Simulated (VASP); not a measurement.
# PtSe2 (P-3m1) in VASP: notebook

The runs below take PtSe2 through electric field gradients, with PBE.

Program: VASP 6.6.1. These are calculated values, not measurements. Logs are shortened: lines on timing, memory, paths and dates and some standing lists are left out, and cuts for length are marked.

### Step 1. The cell of the first run

Symmetry: P-3m1, No. 164, trigonal system. The conventional cell has a = 3.724 Å, b = 3.724 Å, c = 5.062 Å, α = 90.00°, β = 90.00°, γ = 120.00°. Pt (site symmetry -3m) has 6 Se at 2.49 Å within 3.3 Å. Se (site symmetry 3m) has 3 Pt at 2.49 Å within 3.3 Å.

### Step 2. Electric field gradients, PBE

Contents of INCAR:

```
SYSTEM = PtSe2
ALGO     = Normal         ! electronic algorithm
EDIFF    = 1E-8           ! SCF threshold, eV
ENCUT    = 520            ! plane-wave cutoff, eV
GGA      = PE             ! functional
ISIF     = 2              ! what is computed and relaxed
ISMEAR   = -1             ! smearing method
LASPH    = .True.         ! aspherical terms in the spheres
LCHARG   = .False.        ! write CHGCAR
LEFG     = .True.       
LREAL    = .False.        ! projectors in reciprocal space
LWAVE    = .False.        ! write WAVECAR
NBANDS   = 18             ! bands
NELM     = 80             ! most SCF steps
PREC     = Accurate       ! precision mode
SIGMA    = 0.05           ! smearing width, eV
```

Contents of KPOINTS:

```
k-points
0
Gamma
  10 10 7
  0 0 0
```

Contents of POSCAR:

```
PtSe2
1.0
    3.7240006046      0.0000000000      0.0000000000
   -1.8620003023      3.2250791273      0.0000000000
    0.0000000000      0.0000000000      5.0620000000
Pt Se
1 2
Direct
    0.0000000000      0.0000000000      0.0000000000
    0.3333333333      0.6666666667      0.2500000000
    0.6666666667      0.3333333333      0.7500000000
```

Potentials or basis: VASP PAW PBE potentials, release 64 (Pt, Se).

Run with:

```console
$ cat potpaw_PBE.64/Pt/POTCAR potpaw_PBE.64/Se/POTCAR > POTCAR
$ mpirun -np 1 vasp_std > vasp.out
```

OUTCAR:

```text
SYSTEM = PtSe2
   EDIFF = 1E-8
   ENCUT = 520
   GGA = PE
   ISIF = 2
   ISMEAR = -1
   LASPH = .True.
   LREAL = .False.
   NELM = 80
   PREC = Accurate

 ion  position               nearest neighbor table
   1  0.000  0.000  0.000-   2 2.49   3 2.49   3 2.49   2 2.49   3 2.49   2 2.49
   2  0.333  0.667  0.250-   1 2.49   1 2.49   1 2.49
   3  0.667  0.333  0.750-   1 2.49   1 2.49   1 2.49

  LATTYP: Found a hexagonal cell.
 ALAT       =     3.7240006046
 C/A-ratio  =     1.3592908642

  Lattice vectors:

 A1 = (   3.7240006046,   0.0000000000,   0.0000000000)
 A2 = (  -1.8620003023,   3.2250791273,   0.0000000000)
 A3 = (   0.0000000000,   0.0000000000,   5.0620000000)

Analysis of symmetry for initial positions (statically):
=====================================================================
 Subroutine PRICEL returns:
 Original cell was already a primitive cell.

 Routine SETGRP: Setting up the symmetry group for a
 hexagonal supercell.

 Subroutine GETGRP returns: Found 12 space group operations
 (whereof 12 operations were pure point group operations)
 out of a pool of 24 trial point group operations.

The static configuration has the point symmetry D_3d.

Analysis of symmetry for dynamics (positions and initial velocities):
=====================================================================
 Subroutine PRICEL returns:
 Original cell was already a primitive cell.

 Routine SETGRP: Setting up the symmetry group for a
 hexagonal supercell.

 Subroutine GETGRP returns: Found 12 space group operations
 (whereof 12 operations were pure point group operations)
 out of a pool of 24 trial point group operations.

The dynamic configuration has the point symmetry D_3d.

 Subroutine INISYM returns: Found 12 space group operations
 (whereof 12 operations are pure point group operations),
 and found     1 'primitive' translations

----------------------------------------------------------------------------------------

                                     Primitive cell

  volume of cell :      60.7956

  direct lattice vectors                    reciprocal lattice vectors
     3.724000605  0.000000000  0.000000000     0.268528420  0.155034956  0.000000000
    -1.862000302  3.225079127  0.000000000     0.000000000  0.310069912  0.000000000
     0.000000000  0.000000000  5.062000000     0.000000000  0.000000000  0.197550375

  length of vectors
     3.724000605  3.724000605  5.062000000     0.310069912  0.310069912  0.197550375

  position of ions in fractional coordinates (direct lattice)
     0.000000000  0.000000000  0.000000000
     0.333333333  0.666666667  0.250000000
     0.666666667  0.333333333  0.750000000

  ion indices of the primitive-cell ions
   primitive index   ion index
                 1           1
                 2           2
                 3           3

----------------------------------------------------------------------------------------

 KPOINTS: k-points

Automatic generation of k-mesh.
 Grid dimensions read from file:
 generate k-points for:   10   10    7

 Generating k-lattice:

  Cartesian coordinates                     Fractional coordinates (reciprocal lattice)
     0.026852842  0.015503496  0.000000000     0.100000000  0.000000000  0.000000000
     0.000000000  0.031006991  0.000000000     0.000000000  0.100000000  0.000000000
     0.000000000  0.000000000  0.028221482     0.000000000  0.000000000  0.142857143

  Length of vectors
     0.031006991  0.031006991  0.028221482

  Shift w.r.t. Gamma in fractional coordinates (k-lattice)
     0.000000000  0.000000000  0.000000000

 Subroutine IBZKPT returns following result:
 ===========================================

 Found     80 irreducible k-points:

 Following reciprocal coordinates:
            Coordinates               Weight
  0.000000  0.000000  0.000000      1.000000
  0.100000 -0.000000  0.000000      6.000000
  0.200000 -0.000000  0.000000      6.000000
  0.300000 -0.000000  0.000000      6.000000
  0.400000 -0.000000  0.000000      6.000000
  0.500000 -0.000000  0.000000      3.000000
[... 16 lines left out ...]
  0.000000  0.400000  0.142857      6.000000
  0.500000 -0.000000  0.142857      6.000000
 [... further k-points ...]
   k-points           NKPTS =     80   k-points in BZ     NKDIM =     80   number of bands    NBANDS=     18
   number of dos      NEDOS =    301   number of ions     NIONS =      3
   total plane-waves  NPLWV =  31360
   dimension x,y,z NGX =    28 NGY =   28 NGZ =   40
   dimension x,y,z NGXF=    56 NGYF=   56 NGZF=   80
   ions per type =               1   2
   NGX,Y,Z   is equivalent  to a cutoff of  12.50, 12.50, 13.14 a.u.
   NGXF,Y,Z  is equivalent  to a cutoff of  25.00, 25.00, 26.27 a.u.
 SYSTEM =  PtSe2
   PREC   = accura    normal or accurate (medium, high low for compatibility)
   ISTART =      0    job   : 0-new  1-cont  2-samecut
   ICHARG =      2    charge: 1-file 2-atom 10-const
   ISPIN  =      1    spin polarized calculation?
   LNONCOLLINEAR =      F non collinear calculations
   LSORBIT =      F    spin-orbit coupling
   LASPH  =      T    aspherical Exc in radial PAW
   ENCUT  =  520.0 eV  38.22 Ry    6.18 a.u.   6.92  6.92  9.41*2*pi/ulx,y,z
   NELM   =     80;   NELMIN=  2; NELMDL= -5     # of ELM steps
   EDIFF  = 0.1E-07   stopping-criterion for ELM
   LREAL  =      F    real-space projection
   EDIFFG = 0.1E-06   stopping-criterion for IOM
   NSW    =      0    number of steps for IOM
   IBRION =     -1    ionic relax: 0-MD 1-quasi-New 2-CG
   NFREE  =      0    steps in history (QN), initial steepest desc. (CG)
   ISIF   =      2    stress and relaxation
   ISYM   =      2    0-nonsym 1-usesym 2-fastsym
   POTIM  = 0.5000    time-step for ionic-motion
   TEBEG  =    0.0;   TEEND  =   0.0 temperature during run
   PSTRESS=    0.0 pullay stress
   NELECT =      22.0000    total number of electrons
   NUPDOWN=      -1.0000    fix difference up-down
   EMIN   =  10.00;   EMAX   =-10.00  energy-range for DOS
   EFERMI =   0.00;   METHOD = LEGACY
   ISMEAR =    -1;   SIGMA  =   0.05  broadening in eV -4-tet -1-fermi 0-gaus
   EFERMI_NEDOS =   21; number of points for ismear=-14 and -15
   IALGO  =     38    algorithm
   IMIX   =      4    mixing-type and parameters
     AMIX     =   0.40;   BMIX     =  1.00
     AMIX_MAG =   1.60;   BMIX_MAG =  1.00
  volume/ion in A,a.u.               =      20.27       136.76
  Fermi-wavevector in a.u.,A,eV,Ry     =   1.166608  2.204570 18.517180  1.360974
  Thomas-Fermi vector in A             =   2.303119
   LORBIT       =      0    0 simple, 1 ext, 2 COOP (PROOUT), +10 PAW based schemes
   GGA     = PE    functional components
   LHFCALC =     F    Hartree Fock is set to
   AEXX    =    0.0000 exact exchange contribution
   IVDW    =     0    specifies the selected vdW correction
   LEPSILON=     F    determine dielectric tensor
   LRPA    =     F    only Hartree local field effects (RPA)
 non-spin polarized calculation
  energy-cutoff  :      520.00
  volume of cell :       60.80
 maximum number of plane-waves:      1654
   NGX = 13   NGY = 13   NGZ = 19

 number of electron      21.9999999 magnetization

 Free energy of the ion-electron system (eV)
  ---------------------------------------------------
  ext. energy  EPLUGINS =         0.00000000
  ---------------------------------------------------
  free energy    TOTEN  =       -14.18979665 eV

  energy without entropy =      -14.18545845  energy(sigma->0) =      -14.18762755

 E-fermi :   6.5398     XC(G=0): -10.6331

 val. band max:        6.4567504599   @ k =   0.0000   0.0000   0.1429
 cond. band min:       6.5874325800   @ k =   0.3000   0.3000   0.0000
 fundamental gap:      0.1306821201
 Fermi energy:         6.5397952973

 k-point     1 :       0.0000    0.0000    0.0000
  band No.  band energies     occupation
      1      -9.1801      2.00000
      2      -6.3566      2.00000
      3      -0.6645      2.00000
      4       0.0440      2.00000
      5       0.0440      2.00000
      6       2.5052      2.00000
[... 10 lines left out ...]
     17      13.8146      0.00000
     18      18.3487      0.00000
[... 463 lines left out ...]
 k-point    24 :       0.5000   -0.0000    0.1429
  band No.  band energies     occupation
      1      -7.3812      2.00000
      2      -7.1821      2.00000
      3      -0.8712      2.00000
      4       0.6701      2.00000
      5       1.0389      2.00000
      6       2.1206      2.00000
[... 10 lines left out ...]
     17      14.6335      0.00000
     18      16.9797      0.00000

 [... further k-points ...]

------------------------ aborting loop because EDIFF is reached ----------------------------------------

  FORCE on cell =-STRESS in cart. coord.  units (eV):
  Direction    XX          YY          ZZ          XY          YZ          ZX
  --------------------------------------------------------------------------------------
  -------------------------------------------------------------------------------------
  Total        3.0256461      3.0256461      2.2571760      0.0000000      0.0000000      0.0000000
  in kB       79.7363694     79.7363694     59.4844914      0.0000000      0.0000000      0.0000000
  external PRESSURE =      72.9857434 kB  Pullay stress =       0.0000000 kB

 VOLUME and BASIS-vectors are now :
 -----------------------------------------------------------------------------
  energy-cutoff  :      520.00
  volume of cell :       60.80
      direct lattice vectors                 reciprocal lattice vectors
     3.724000605  0.000000000  0.000000000     0.268528420  0.155034956  0.000000000
    -1.862000302  3.225079127  0.000000000     0.000000000  0.310069912  0.000000000
     0.000000000  0.000000000  5.062000000     0.000000000  0.000000000  0.197550375

 POSITION                                       TOTAL-FORCE (eV/Angst)
 -----------------------------------------------------------------------------------
      0.00000      0.00000      0.00000         0.000000      0.000000      0.000000
     -0.00000      2.15005      1.26550         0.000000     -0.000000      0.569282
      1.86200      1.07503      3.79650        -0.000000      0.000000     -0.569282
 -----------------------------------------------------------------------------------
    total drift:                               -0.000000     -0.000000     -0.000000

  FREE ENERGIE OF THE ION-ELECTRON SYSTEM (eV)
  ---------------------------------------------------
  free  energy   TOTEN  =       -14.1897966523 eV

  energy  without entropy=      -14.1854584504  energy(sigma->0) =      -14.18762755

 Electric field gradients (V/A^2)
---------------------------------------------------------------------
 ion       V_xx      V_yy      V_zz      V_xy      V_xz      V_yz
---------------------------------------------------------------------
   1     -71.568   -71.568   143.135    -0.000    -0.000     0.000
   2      25.574    25.574   -51.148    -0.000    -0.000     0.000
   3      25.574    25.574   -51.148    -0.000    -0.000     0.000
---------------------------------------------------------------------

 Electric field gradients after diagonalization (V/A^2)
 (convention: |V_zz| > |V_xx| > |V_yy|)
----------------------------------------------------------------------
 ion       V_xx      V_yy      V_zz     asymmetry (V_yy - V_xx)/ V_zz
----------------------------------------------------------------------
   1     -71.568   -71.567   143.135       0.000
   2      25.575    25.574   -51.148       0.000
   3      25.575    25.574   -51.148       0.000
----------------------------------------------------------------------

           NMR quadrupolar parameters

 Cq : quadrupolar parameter    Cq=e*Q*V_zz/h
 eta: asymmetry parameters     (V_yy - V_xx)/ V_zz
 Q  : nuclear electric quadrupole moment in mb (millibarn)
----------------------------------------------------------------------
 ion       Cq(MHz)       eta       Q (mb)
----------------------------------------------------------------------
   1       0.346       0.000       1.000
   2      -0.124       0.000       1.000
   3      -0.124       0.000       1.000
----------------------------------------------------------------------
```

Run time: 2.4 min. Hardware: 1 thread of AMD EPYC 7R13 (Zen 3), shared host; peak memory 0.2 GiB.

What came out:

```
Free energy            : -14.1898 eV
Pressure               : 7.3 GPa
Largest force          : 0.569 eV/Å
Band gap on the k mesh : zero (band 11 reaches 6.94 eV, above the bottom of band 12 at 6.39 eV)
```

Forces in eV/Å, atoms in the order of the input:
```
Pt   0.000  0.000  0.000
Se   0.000  0.000  0.569
Se   0.000  0.000 -0.569
```

Levels at points of the mesh, in eV from the Fermi level:
```tsv
k point	band 9	band 10	band 11	band 12	band 13	band 14
(0.00, 0.00, 0.00)	-1.08	-1.08	0.40	1.46	1.46	3.61
(0.50, 0.00, 0.00)	-3.52	-3.44	-2.99	0.66	2.35	4.78
```

Electric field gradients, principal values (V/Å²):
```csv
atom,least,middle,greatest (by size)
1 Pt,-71.567,-71.568,143.135
2 Se,25.574,25.575,-51.148
3 Se,25.574,25.575,-51.148
```

Caveat: without QUAD_EFG the Cq values of the log hold for a quadrupole moment of 1 mb, not for the nuclei; spin-orbit coupling is left out, which moves the levels of the heavy elements.

### Step 3. Electric field gradients, PBE

Contents of INCAR:

```
SYSTEM = PtSe2
  PREC = Accurate
  ENCUT = 520
  EDIFF = 1E-8
  ISMEAR = -5
  SIGMA = 0.1
  LREAL = .False.
  LASPH = .True.
  NELM = 60
  ALGO = Normal
  ISIF = 2
  LWAVE = .False.
  LCHARG = .False.
  GGA = PE
  LEFG = .True.
  NBANDS = 18
```

Contents of KPOINTS:

```
regular mesh
0
Gamma
  10 10 7
  0 0 0
```

POSCAR is that of step 2.

Potentials or basis: VASP PAW PBE potentials, release 64 (Pt, Se).

Run with:

```console
$ cat potpaw_PBE.64/Pt/POTCAR potpaw_PBE.64/Se/POTCAR > POTCAR
$ mpirun -np 1 vasp_std > vasp.out
```

OUTCAR:

```text
SYSTEM = PtSe2
   PREC = Accurate
   ENCUT = 520
   EDIFF = 1E-8
   ISMEAR = -5
   LREAL = .False.
   LASPH = .True.
   NELM = 60
   ISIF = 2
   GGA = PE

 ion  position               nearest neighbor table
   1  0.000  0.000  0.000-   2 2.49   3 2.49   3 2.49   2 2.49   3 2.49   2 2.49
   2  0.333  0.667  0.250-   1 2.49   1 2.49   1 2.49
   3  0.667  0.333  0.750-   1 2.49   1 2.49   1 2.49

  LATTYP: Found a hexagonal cell.
 ALAT       =     3.7240006046
 C/A-ratio  =     1.3592908642

  Lattice vectors:

 A1 = (   3.7240006046,   0.0000000000,   0.0000000000)
 A2 = (  -1.8620003023,   3.2250791273,   0.0000000000)
 A3 = (   0.0000000000,   0.0000000000,   5.0620000000)

Analysis of symmetry for initial positions (statically):
=====================================================================
 Subroutine PRICEL returns:
 Original cell was already a primitive cell.

[... 703 lines left out ...]
     0.000000000  0.000000000  5.062000000     0.000000000  0.000000000  0.197550375

 POSITION                                       TOTAL-FORCE (eV/Angst)
 -----------------------------------------------------------------------------------
      0.00000      0.00000      0.00000        -0.000000      0.000000     -0.000000
     -0.00000      2.15005      1.26550         0.000000     -0.000000      0.554695
      1.86200      1.07503      3.79650        -0.000000      0.000000     -0.554695
 -----------------------------------------------------------------------------------
    total drift:                               -0.000000     -0.000000     -0.000000

  FREE ENERGIE OF THE ION-ELECTRON SYSTEM (eV)
  ---------------------------------------------------
  free  energy   TOTEN  =       -14.1865433067 eV

  energy  without entropy=      -14.1865433067  energy(sigma->0) =      -14.18654331

 Electric field gradients (V/A^2)
---------------------------------------------------------------------
 ion       V_xx      V_yy      V_zz      V_xy      V_xz      V_yz
---------------------------------------------------------------------
   1     -71.359   -71.359   142.718    -0.000    -0.000     0.000
   2      29.733    29.733   -59.466    -0.000    -0.000     0.000
   3      29.733    29.733   -59.466    -0.000    -0.000     0.000
---------------------------------------------------------------------

 Electric field gradients after diagonalization (V/A^2)
 (convention: |V_zz| > |V_xx| > |V_yy|)
----------------------------------------------------------------------
 ion       V_xx      V_yy      V_zz     asymmetry (V_yy - V_xx)/ V_zz
----------------------------------------------------------------------
   1     -71.359   -71.358   142.718       0.000
   2      29.733    29.733   -59.466       0.000
   3      29.733    29.733   -59.466       0.000
----------------------------------------------------------------------

           NMR quadrupolar parameters

 Cq : quadrupolar parameter    Cq=e*Q*V_zz/h
 eta: asymmetry parameters     (V_yy - V_xx)/ V_zz
 Q  : nuclear electric quadrupole moment in mb (millibarn)
----------------------------------------------------------------------
 ion       Cq(MHz)       eta       Q (mb)
----------------------------------------------------------------------
   1       0.345       0.000       1.000
   2      -0.144       0.000       1.000
   3      -0.144       0.000       1.000
----------------------------------------------------------------------
```

It took 2.3 min on 1 thread of AMD EPYC 7R13 (Zen 3), shared host; peak memory 0.21 GiB.

What came out:

```
Free energy            : -14.1865 eV
Pressure               : 7.3 GPa
Largest force          : 0.555 eV/Å
Band gap on the k mesh : zero (band 11 reaches 6.95 eV, above the bottom of band 12 at 6.38 eV)
```

Forces in eV/Å, atoms in the order of the input:
```
Pt   0.000  0.000  0.000
Se   0.000  0.000  0.555
Se   0.000  0.000 -0.555
```

Stress tensor (GPa, compression positive):
```
7.90 0.00 0.00
0.00 7.90 0.00
0.00 0.00 6.12
```

Electric field gradients, principal values (V/Å²):
```csv
atom,least,middle,greatest (by size)
1 Pt,-71.358,-71.359,142.718
2 Se,29.733,29.733,-59.466
3 Se,29.733,29.733,-59.466
```

Caveat: without QUAD_EFG the Cq values of the log hold for a quadrupole moment of 1 mb, not for the nuclei; spin-orbit coupling is left out, which moves the levels of the heavy elements; tetrahedron occupations give inexact forces and stress in metals.
